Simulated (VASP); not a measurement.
Mn:

```
Mn
1.0
     2.48365    0.00000    0.00000
    -1.24182    2.15090    0.00000
     0.00000    0.00000    4.02620
Mn
2
Direct
  0.66667 0.33333 0.75000
  0.33333 0.66667 0.25000
```

This isn't the form of Mn at room conditions, which is a 58-atom cubic cell.

| Quantity | Value |
| --- | --- |
| Program | VASP 6.6.1 |
| Task | relaxation of cell and atoms |
| Functional | r2SCAN |
| Potentials or basis | VASP PAW PBE potentials, release 64 (Mn_pv) |
| Cutoff | 600 eV |
| k mesh | 9 × 9 × 6 |
| Occupations | gaussian, width 0.1 eV |
| Spin | collinear spin, ferromagnetic start |
| Starting moments | [0.2, 0.2] μB |

At the start: pressure -9.1 GPa; volume 10.75 Å³/atom.

**Question.** How do energy, volume and symmetry change on relaxing?

**Answer.** Over 3 steps the energy falls by 9.5 meV/atom and the volume is 10.43 Å³/atom (-3.0 %); space group P6_3/mmc (No. 194, to 0.1 Å) before and after; moment 0.00 μB per cell.

Step by step:
```tsv
step	energy change (eV)	largest force (eV/Å)	pressure (GPa)	volume (Å³)
1	0.0000	0.0000	-9.10	21.51
2	0.0532	0.0000	20.46	19.66
3	-0.0191	0.0000	-0.33	20.86
```

Final structure:
```xyz
2
Lattice="2.4577 0.0000 0.0000 -1.2288 2.1284 0.0000 0.0000 0.0000 3.9882" Properties=species:S:1:pos:R:3 pbc="T T T"
Mn    1.2288    0.7095    2.9912
Mn    0.0000    1.4189    0.9971
```

Caveat: the PAW data sets were made with another functional, which shifts forces and pressure a little.
